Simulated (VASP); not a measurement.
Crystal: InSe.

```
In Se
1.0
     5.82639   -2.05465    0.00000
     5.82639    2.05465    0.00000
    -1.72323    0.00000    4.77135
In Se
2 2
Direct
  0.11180 0.11180 0.95316
  0.88820 0.88820 0.04684
  0.33907 0.33907 0.33104
  0.66093 0.66093 0.66896
```

| Property | Result |
| --- | --- |
| Program | VASP 6.6.1 |
| Task | relaxation of cell and atoms |
| Functional | PBE |
| Dispersion | D3(BJ) |
| Potentials or basis | VASP PAW PBE potentials, release 64 (In_d, Se) |
| Cutoff | 600 eV |
| k mesh | 6 × 6 × 6 |
| Occupations | fermi-dirac, width 0.02 eV |
| Spin | no spin polarisation |

At the start: pressure -0.3 GPa; volume 28.56 Å³/atom.

Q: How do energy, volume and symmetry change on relaxing?

A: Over 29 steps the energy falls by 17.1 meV/atom and the volume is 25.91 Å³/atom (-9.3 %); space group C2/m (No. 12, to 0.05 Å).

The path:
| step | energy change (eV) | largest force (eV/Å) | pressure (GPa) | volume (Å³) |
| --- | --- | --- | --- | --- |
| 1 | 0.0000 | 0.2644 | -0.28 | 114.24 |
| 2 | -0.0076 | 0.1970 | -0.26 | 113.43 |
| 3 | -0.0108 | 0.3958 | -0.09 | 111.01 |
| 4 | -0.0132 | 0.2394 | -0.15 | 111.98 |
| 5 | -0.0179 | 0.2025 | -0.09 | 111.42 |
| 6 | -0.0291 | 0.0934 | 0.15 | 109.76 |
| 7 | -0.0375 | 0.1299 | 0.77 | 106.46 |
| 8 | -0.0435 | 0.1069 | 0.33 | 106.45 |
| 9 | -0.0462 | 0.1151 | -0.15 | 106.43 |
| 10 | -0.0501 | 0.0990 | -0.12 | 106.20 |
| 11 | -0.0576 | 0.0521 | -0.04 | 105.47 |
| 12 | -0.0536 | 0.2427 | 0.21 | 103.90 |
| 13 | -0.0591 | 0.1106 | 0.07 | 104.94 |
| 14 | -0.0604 | 0.0749 | 0.01 | 105.01 |
| 15 | -0.0606 | 0.0835 | -0.02 | 105.05 |
| 16 | -0.0619 | 0.0713 | -0.09 | 105.06 |
| 17 | -0.0637 | 0.0402 | -0.24 | 105.07 |
| 18 | -0.0647 | 0.0535 | 0.05 | 104.47 |
| 19 | -0.0648 | 0.0597 | 0.12 | 104.27 |
| 20 | -0.0658 | 0.0429 | 0.09 | 104.16 |
| 21 | -0.0670 | 0.0205 | 0.05 | 103.96 |
| 22 | -0.0670 | 0.0592 | -0.07 | 103.55 |
| 23 | -0.0674 | 0.0325 | -0.01 | 103.77 |
| 24 | -0.0678 | 0.0425 | 0.04 | 103.60 |
| 25 | -0.0679 | 0.0322 | 0.03 | 103.64 |
| 26 | -0.0681 | 0.0198 | -0.04 | 103.73 |
| 27 | -0.0681 | 0.0135 | -0.09 | 103.81 |
| 28 | -0.0681 | 0.0164 | 0.07 | 103.51 |
| 29 | -0.0682 | 0.0040 | 0.00 | 103.66 |

Final structure:
```
In Se
1.0
     5.94222   -2.07059    0.10518
     5.94222    2.07059    0.10518
    -1.67601    0.00000    4.18265
In Se
2 2
Cartesian
  -0.2749 0.0000 4.1185
  10.4833 0.0000 0.2745
  3.5087 0.0000 1.6057
  6.6997 0.0000 2.7873
```
